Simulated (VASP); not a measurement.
# Si (Fd-3m) in VASP: settings compared

The runs below take Si through single point, relaxation of cell and atoms, with PBE, r2SCAN.

Everything below comes from runs of VASP 6.6.1. Logs are shortened: lines on timing, memory, paths and dates and some standing lists are left out, and cuts for length are marked.

## 1. The cell of the first run

Symmetry: Fd-3m, No. 227, cubic system. Conventional cell: a = 5.469 Å, b = 5.469 Å, c = 5.469 Å, α = 90.00°, β = 90.00°, γ = 90.00°. Within 3.1 Å of Si (site symmetry -43m) lie 4 Si at 2.37 Å.

## 2. Single point, PBE

The input, INCAR:

```
SYSTEM = Si
PREC = Accurate
ENCUT = 520
EDIFF = 1E-6
ISMEAR = 0
SIGMA = 0.02
LREAL = .False.
LASPH = .True.
NELM = 100
ALGO = Normal
ISIF = 2
LWAVE = .False.
LCHARG = .False.
GGA = PE
NBANDS = 11
```

The input, KPOINTS:

```
Automatic mesh
0
Gamma
  12 12 12
  0 0 0
```

The input, POSCAR:

```
Si
1.0
    0.0000000000      2.7346886907      2.7346886907
    2.7346886907      0.0000000000      2.7346886907
    2.7346886907      2.7346886907      0.0000000000
Si
2
Direct
    0.0000000000      0.0000000000      0.0000000000
    0.2500000000      0.2500000000      0.2500000000
```

Potentials or basis: VASP PAW PBE potentials, release 64 (Si).

Launch:

```
$ cat potpaw_PBE.64/Si/POTCAR > POTCAR
$ mpirun -np 1 vasp_std > vasp.out
```

OUTCAR:

```text
SYSTEM = Si
   PREC = Accurate
   ENCUT = 520
   EDIFF = 1E-6
   ISMEAR = 0
   LREAL = .False.
   LASPH = .True.
   NELM = 100
   ISIF = 2
   GGA = PE

 ion  position               nearest neighbor table
   1  0.000  0.000  0.000-   2 2.37   2 2.37   2 2.37   2 2.37
   2  0.250  0.250  0.250-   1 2.37   1 2.37   1 2.37   1 2.37

  LATTYP: Found a face centered cubic cell.
 ALAT       =     5.4693773814

  Lattice vectors:

 A1 = (   0.0000000000,   2.7346886907,   2.7346886907)
 A2 = (   2.7346886907,   0.0000000000,   2.7346886907)
 A3 = (   2.7346886907,   2.7346886907,   0.0000000000)

Analysis of symmetry for initial positions (statically):
=====================================================================
 Subroutine PRICEL returns:
 Original cell was already a primitive cell.

 Routine SETGRP: Setting up the symmetry group for a
 face centered cubic supercell.

 Subroutine GETGRP returns: Found 48 space group operations
 (whereof 24 operations were pure point group operations)
 out of a pool of 48 trial point group operations.

The static configuration has the point symmetry T_d .
 The point group associated with its full space group is O_h .

Analysis of symmetry for dynamics (positions and initial velocities):
=====================================================================
 Subroutine PRICEL returns:
 Original cell was already a primitive cell.

 Routine SETGRP: Setting up the symmetry group for a
 face centered cubic supercell.

 Subroutine GETGRP returns: Found 48 space group operations
 (whereof 24 operations were pure point group operations)
 out of a pool of 48 trial point group operations.

The dynamic configuration has the point symmetry T_d .
 The point group associated with its full space group is O_h .

 Subroutine INISYM returns: Found 48 space group operations
 (whereof 24 operations are pure point group operations),
 and found     1 'primitive' translations

----------------------------------------------------------------------------------------

                                     Primitive cell

  volume of cell :      40.9029

  direct lattice vectors                    reciprocal lattice vectors
     0.000000000  2.734688691  2.734688691    -0.182836168  0.182836168  0.182836168
     2.734688691  0.000000000  2.734688691     0.182836168 -0.182836168  0.182836168
     2.734688691  2.734688691  0.000000000     0.182836168  0.182836168 -0.182836168

  length of vectors
     3.867433835  3.867433835  3.867433835     0.316681532  0.316681532  0.316681532

  position of ions in fractional coordinates (direct lattice)
     0.000000000  0.000000000  0.000000000
     0.250000000  0.250000000  0.250000000

  ion indices of the primitive-cell ions
   primitive index   ion index
                 1           1
                 2           2

----------------------------------------------------------------------------------------

 KPOINTS: Automatic mesh

Automatic generation of k-mesh.
 Grid dimensions read from file:
 generate k-points for:   12   12   12

 Generating k-lattice:

  Cartesian coordinates                     Fractional coordinates (reciprocal lattice)
    -0.015236347  0.015236347  0.015236347     0.083333333  0.000000000  0.000000000
     0.015236347 -0.015236347  0.015236347     0.000000000  0.083333333  0.000000000
     0.015236347  0.015236347 -0.015236347     0.000000000  0.000000000  0.083333333

  Length of vectors
     0.026390128  0.026390128  0.026390128

  Shift w.r.t. Gamma in fractional coordinates (k-lattice)
     0.000000000  0.000000000  0.000000000

 Subroutine IBZKPT returns following result:
 ===========================================

 Found     72 irreducible k-points:

 Following reciprocal coordinates:
            Coordinates               Weight
  0.000000  0.000000  0.000000      1.000000
  0.083333  0.000000  0.000000      8.000000
  0.166667  0.000000  0.000000      8.000000
  0.250000  0.000000  0.000000      8.000000
  0.333333  0.000000  0.000000      8.000000
  0.416667  0.000000  0.000000      8.000000
[... 16 lines left out ...]
  0.500000  0.166667  0.000000     24.000000
 -0.416667  0.166667  0.000000     24.000000
 [... further k-points ...]
   k-points           NKPTS =     72   k-points in BZ     NKDIM =     72   number of bands    NBANDS=     11
   number of dos      NEDOS =    301   number of ions     NIONS =      2
   total plane-waves  NPLWV =  27000
   dimension x,y,z NGX =    30 NGY =   30 NGZ =   30
   dimension x,y,z NGXF=    60 NGYF=   60 NGZF=   60
   ions per type =               2
   NGX,Y,Z   is equivalent  to a cutoff of  12.90, 12.90, 12.90 a.u.
   NGXF,Y,Z  is equivalent  to a cutoff of  25.79, 25.79, 25.79 a.u.
 SYSTEM =  Si
   PREC   = accura    normal or accurate (medium, high low for compatibility)
   ISTART =      0    job   : 0-new  1-cont  2-samecut
   ICHARG =      2    charge: 1-file 2-atom 10-const
   ISPIN  =      1    spin polarized calculation?
   LNONCOLLINEAR =      F non collinear calculations
   LSORBIT =      F    spin-orbit coupling
   LASPH  =      T    aspherical Exc in radial PAW
   ENCUT  =  520.0 eV  38.22 Ry    6.18 a.u.   7.19  7.19  7.19*2*pi/ulx,y,z
   NELM   =    100;   NELMIN=  2; NELMDL= -5     # of ELM steps
   EDIFF  = 0.1E-05   stopping-criterion for ELM
   LREAL  =      F    real-space projection
   EDIFFG = 0.1E-04   stopping-criterion for IOM
   NSW    =      0    number of steps for IOM
   IBRION =     -1    ionic relax: 0-MD 1-quasi-New 2-CG
   NFREE  =      0    steps in history (QN), initial steepest desc. (CG)
   ISIF   =      2    stress and relaxation
   ISYM   =      2    0-nonsym 1-usesym 2-fastsym
   POTIM  = 0.5000    time-step for ionic-motion
   TEBEG  =    0.0;   TEEND  =   0.0 temperature during run
   PSTRESS=    0.0 pullay stress
   NELECT =       8.0000    total number of electrons
   NUPDOWN=      -1.0000    fix difference up-down
   EMIN   =  10.00;   EMAX   =-10.00  energy-range for DOS
   EFERMI =   0.00;   METHOD = LEGACY
   ISMEAR =     0;   SIGMA  =   0.02  broadening in eV -4-tet -1-fermi 0-gaus
   EFERMI_NEDOS =   21; number of points for ismear=-14 and -15
   IALGO  =     38    algorithm
   IMIX   =      4    mixing-type and parameters
     AMIX     =   0.40;   BMIX     =  1.00
     AMIX_MAG =   1.60;   BMIX_MAG =  1.00
  volume/ion in A,a.u.               =      20.45       138.01
  Fermi-wavevector in a.u.,A,eV,Ry     =   0.950284  1.795777 12.286611  0.903040
  Thomas-Fermi vector in A             =   2.078647
   LORBIT       =      0    0 simple, 1 ext, 2 COOP (PROOUT), +10 PAW based schemes
   GGA     = PE    functional components
   LHFCALC =     F    Hartree Fock is set to
   AEXX    =    0.0000 exact exchange contribution
   IVDW    =     0    specifies the selected vdW correction
   LEPSILON=     F    determine dielectric tensor
   LRPA    =     F    only Hartree local field effects (RPA)
 non-spin polarized calculation
 Gauss-broadening in eV      SIGMA  =   0.02
  energy-cutoff  :      520.00
  volume of cell :       40.90
 maximum number of plane-waves:      1124
 NGX is ok and might be reduce to    30
   NGX = 15   NGY = 15   NGZ = 15

 number of electron       8.0000001 magnetization

 Free energy of the ion-electron system (eV)
  ---------------------------------------------------
  ext. energy  EPLUGINS =         0.00000000
  ---------------------------------------------------
  free energy    TOTEN  =       -10.84978145 eV

  energy without entropy =      -10.84978145  energy(sigma->0) =      -10.84978145

 E-fermi :   5.6907     XC(G=0):  -9.3262

 val. band max:        5.6121307083   @ k =   0.0000   0.0000   0.0000
 cond. band min:       6.2230548750   @ k =   0.4167   0.4167   0.0000
 fundamental gap:      0.6109241667
 Fermi energy:         5.6907311787

 k-point     1 :       0.0000    0.0000    0.0000
  band No.  band energies     occupation
      1      -6.2000      2.00000
      2       5.6121      2.00000
      3       5.6121      2.00000
      4       5.6121      2.00000
      5       8.1691      0.00000
      6       8.1691      0.00000
      7       8.1691      0.00000
      8       8.7419      0.00000
      9      13.3214      0.00000
     10      13.3214      0.00000
     11      13.4880      0.00000

 k-point     2 :       0.0833    0.0000    0.0000
  band No.  band energies     occupation
      1      -6.1107      2.00000
      2       4.7545      2.00000
      3       5.4720      2.00000
      4       5.4720      2.00000
      5       8.1758      0.00000
      6       8.3757      0.00000
      7       8.3757      0.00000
      8       9.4454      0.00000
      9      13.0575      0.00000
     10      13.0575      0.00000
     11      13.8669      0.00000

 k-point     3 :       0.1667    0.0000    0.0000
  band No.  band energies     occupation
      1      -5.8455      2.00000
      2       3.2493      2.00000
      3       5.1716      2.00000
      4       5.1716      2.00000
      5       7.8969      0.00000
      6       8.8043      0.00000
      7       8.8043      0.00000
      8      10.8876      0.00000
      9      12.6975      0.00000
     10      12.6975      0.00000
     11      14.6113      0.00000

 k-point     4 :       0.2500    0.0000    0.0000
  band No.  band energies     occupation
      1      -5.4154      2.00000
      2       1.7266      2.00000
      3       4.8674      2.00000
      4       4.8674      2.00000
      5       7.5704      0.00000
      6       9.1023      0.00000
      7       9.1023      0.00000
      8      12.3604      0.00000
      9      12.7995      0.00000
     10      12.7995      0.00000
     11      14.5408      0.00000

 k-point     5 :       0.3333    0.0000    0.0000
  band No.  band energies     occupation
      1      -4.8504      2.00000
      2       0.3439      2.00000
      3       4.6300      2.00000
      4       4.6300      2.00000
      5       7.3036      0.00000
      6       9.1158      0.00000
      7       9.1158      0.00000
      8      13.3942      0.00000
      9      13.5665      0.00000
     10      13.5665      0.00000
     11      14.5908      0.00000
[... 211 lines left out ...]
 k-point    21 :       0.3333    0.1667    0.0000
  band No.  band energies     occupation
      1      -4.9251      2.00000
      2       1.2099      2.00000
      3       3.6525      2.00000
      4       3.9043      2.00000
      5       7.5811      0.00000
      6       9.6185      0.00000
      7      10.1132      0.00000
      8      10.6450      0.00000
      9      14.5686      0.00000
     10      14.6398      0.00000
     11      15.9536      0.00000

 k-point    22 :       0.4167    0.1667    0.0000
  band No.  band energies     occupation
      1      -4.3304      2.00000
      2       0.0013      2.00000
      3       3.2197      2.00000
      4       3.8207      2.00000
      5       7.6249      0.00000
      6       9.8032      0.00000
      7      10.4790      0.00000
      8      10.6355      0.00000
      9      15.4418      0.00000
     10      15.7344      0.00000
     11      16.2588      0.00000

 k-point    23 :       0.5000    0.1667    0.0000
  band No.  band energies     occupation
      1      -3.7626      2.00000
      2      -0.9102      2.00000
      3       2.8817      2.00000
      4       3.8723      2.00000
      5       7.6520      0.00000
      6       9.6728      0.00000
      7      10.2166      0.00000
      8      11.9761      0.00000
      9      14.9606      0.00000
     10      16.0166      0.00000
     11      17.2613      0.00000

 k-point    24 :      -0.4167    0.1667    0.0000
  band No.  band energies     occupation
      1      -3.6522      2.00000
      2      -1.0651      2.00000
      3       2.6735      2.00000
      4       4.0515      2.00000
      5       7.7872      0.00000
      6       9.6326      0.00000
      7       9.9947      0.00000
      8      13.5077      0.00000
      9      14.0731      0.00000
     10      14.3460      0.00000
     11      16.6796      0.00000

 [... further k-points ...]
[... 5 lines left out ...]
  --------------------------------------------------------------------------------------
  -------------------------------------------------------------------------------------
  Total       -0.0086449     -0.0086449     -0.0086449     -0.0000000      0.0000000     -0.0000000
  in kB       -0.3386221     -0.3386221     -0.3386221     -0.0000000      0.0000000     -0.0000000
  external PRESSURE =      -0.3386221 kB  Pullay stress =       0.0000000 kB

 VOLUME and BASIS-vectors are now :
 -----------------------------------------------------------------------------
  energy-cutoff  :      520.00
  volume of cell :       40.90
      direct lattice vectors                 reciprocal lattice vectors
     0.000000000  2.734688691  2.734688691    -0.182836168  0.182836168  0.182836168
     2.734688691  0.000000000  2.734688691     0.182836168 -0.182836168  0.182836168
     2.734688691  2.734688691  0.000000000     0.182836168  0.182836168 -0.182836168

 POSITION                                       TOTAL-FORCE (eV/Angst)
 -----------------------------------------------------------------------------------
      0.00000      0.00000      0.00000         0.000000     -0.000000      0.000000
      1.36734      1.36734      1.36734        -0.000000      0.000000     -0.000000
 -----------------------------------------------------------------------------------
    total drift:                               -0.000000     -0.000000     -0.000000

  FREE ENERGIE OF THE ION-ELECTRON SYSTEM (eV)
  ---------------------------------------------------
  free  energy   TOTEN  =       -10.8497814534 eV

  energy  without entropy=      -10.8497814534  energy(sigma->0) =      -10.84978145
```

It took 11 s on 1 thread of Intel Xeon 6975P-C (Granite Rapids), shared host; peak memory 0.16 GiB.

Results:

```
Free energy            : -10.8498 eV
Pressure               : 0.0 GPa
Band gap on the k mesh : 0.61 eV, indirect (least direct gap 2.56 eV)
```

Levels at points of the mesh, in eV from the valence-band top:
```csv
k point,band 1,band 2,band 3,band 4,band 5,band 6,band 7,band 8,band 9
"(0.00, 0.00, 0.00)",-11.81,0.00,0.00,0.00,2.56,2.56,2.56,3.13,7.71
"(0.50, 0.00, 0.00)",-9.53,-6.87,-1.18,-1.18,1.47,3.35,3.35,7.70,10.49
"(0.50, 0.50, 0.00)",-7.74,-7.74,-2.79,-2.79,0.75,0.75,9.93,9.93,10.91
```

## 3. Single point, r2SCAN

POSCAR is that of step 2.

The input, INCAR.step1:

```
SYSTEM = Si
  ALGO = Normal
  EDIFF = 1E-4
  ENCUT = 520
  GGA = PE
  ISMEAR = 0
  LASPH = .True.
  LCHARG = .False.
  LREAL = .False.
  LWAVE = .True.
  NBANDS = 11
  NELM = 80
  PREC = Accurate
  SIGMA = 0.02
```

The input, INCAR.step2:

```
SYSTEM = Si
  ALGO = Normal
  EDIFF = 1E-6
  ENCUT = 520
  ISIF = 2
  ISMEAR = 0
  ISTART = 1
  LASPH = .True.
  LCHARG = .False.
  LMIXTAU = .True.
  LREAL = .False.
  LWAVE = .False.
  METAGGA = R2SCAN
  NBANDS = 11
  NELM = 80
  PREC = Accurate
  SIGMA = 0.02
```

The input, KPOINTS:

```
k-points
0
Gamma
  12 12 12
  0 0 0
```

Potentials or basis: VASP PAW PBE potentials, release 64 (Si).

Launch:

```
$ cat potpaw_PBE.64/Si/POTCAR > POTCAR
$ cp INCAR.step1 INCAR
$ mpirun -np 1 vasp_std > vasp.out
$ cp INCAR.step2 INCAR
$ mpirun -np 1 vasp_std > vasp.out
```

It took 46 s on 1 thread of Intel Xeon 6975P-C (Granite Rapids), shared host; peak memory 0.17 GiB.

Results (log left out):

| Item | Value |
| --- | --- |
| Free energy | -17.5472 eV |
| Pressure | -1.5 GPa |
| Band gap on the k mesh | 0.81 eV, indirect (least direct gap 2.75 eV) |

Levels at points of the mesh, in eV from the valence-band top:
| k point | band 1 | band 2 | band 3 | band 4 | band 5 | band 6 | band 7 | band 8 |
| --- | --- | --- | --- | --- | --- | --- | --- | --- |
| (0.00, 0.00, 0.00) | -12.38 | 0.00 | 0.00 | 0.00 | 2.75 | 2.75 | 2.75 | 3.73 |
| (0.50, 0.00, 0.00) | -9.98 | -7.17 | -1.25 | -1.25 | 1.80 | 3.60 | 3.60 | 8.30 |
| (0.50, 0.50, 0.00) | -8.09 | -8.09 | -2.95 | -2.95 | 0.96 | 0.96 | 10.69 | 10.69 |

Caveat: the PAW data sets were made with another functional, which shifts forces and pressure a little. A k mesh can miss the band edges.

(Continued in part 2 of 2.)
